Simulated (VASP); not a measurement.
Input of a VASP 6.6.1 run:

File INCAR:

```
SYSTEM = BaTiO3
PREC     = Accurate       ! precision mode
ENCUT    = 600            ! plane-wave cutoff, eV
EDIFF    = 1E-6           ! SCF threshold, eV
ISMEAR   = 0              ! smearing method
SIGMA    = 0.02           ! smearing width, eV
LREAL    = .FALSE.        ! projectors in reciprocal space
LASPH    = .TRUE.         ! aspherical terms in the spheres
NELM     = 80             ! most SCF steps
ALGO     = Normal         ! electronic algorithm
ISIF     = 4              ! what is computed and relaxed
LWAVE    = .FALSE.        ! write WAVECAR
LCHARG   = .FALSE.        ! write CHGCAR
GGA      = PE             ! functional
IBRION   = 2              ! ionic algorithm
NSW      = 50             ! ionic steps
EDIFFG   = -0.01          ! ionic threshold
```

The input KPOINTS:

```
regular mesh
0
G
  8 8 8
  0 0 0
```

File POSCAR:

```
BaTiO3
1.0
    3.9318241345      0.0000000000      0.0000000000
    0.0000000000      3.9318241345      0.0000000000
    0.0000000000      0.0000000000      4.0581765413
Ba Ti O
1 1 3
Direct
    0.0000000000      0.0000000000     -0.0042612143
    0.5000000000      0.5000000000      0.4787435930
    0.5000000000      0.5000000000      0.0320673316
    0.5000000000      0.0000000000      0.5182251449
    0.0000000000      0.5000000000      0.5182251449
```

Potentials or basis: VASP PAW PBE potentials, release 64 (Ba_sv, Ti_sv, O).

Launch:

```console
$ cat potpaw_PBE.64/Ba_sv/POTCAR potpaw_PBE.64/Ti_sv/POTCAR potpaw_PBE.64/O/POTCAR > POTCAR
$ mpirun -np 1 vasp_std > vasp.out
```

Task: Predict the band gap on the k mesh.

Result: 1.82 eV, indirect (least direct gap 2.12 eV).

Forces on the atoms (eV/Å):
```
Ba   0.000  0.000  0.008
Ti   0.000  0.000 -0.003
O    0.000  0.000 -0.006
O    0.000  0.000  0.000
O    0.000  0.000  0.000
```

Caveat: spin-orbit coupling is left out, which moves the levels of the heavy elements. A k mesh can miss the band edges.
